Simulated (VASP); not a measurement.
Runs of VASP 6.6.1 on Pd. The structure is that of space group Fm-3m (No. 225), or close to it. The cells are those of the table. 

| task | cell | cutoff (eV) | gap on the mesh (eV) | pressure (GPa) |
| --- | --- | --- | --- | --- |
| relaxation of cell and atoms | relaxed from a = 2.753 Å, angles 60.0°, 1 atom | 600 | none | 0.1 |
| single point | a = 2.788 Å, angles 60.0°, 1 atom | 520 | none | (a) |
| single point | a = 2.760 Å, angles 60.0°, 1 atom | 520 | none | 5.2 |
| single point | a = 2.731 Å, angles 60.0°, 1 atom | 520 | none | 11.9 |

Alike in all rows: level PBE; potentials or basis VASP PAW PBE potentials, release 64 (Pd); no spin polarisation; k mesh 18 × 18 × 18; smearing gaussian 0.1 eV.

Fill in the values left out.

(a) -0.3.

A k mesh can miss the band edges, and the runs leave out spin-orbit coupling on Pd.

A gap of «none» marks levels without a gap at the run's occupations.
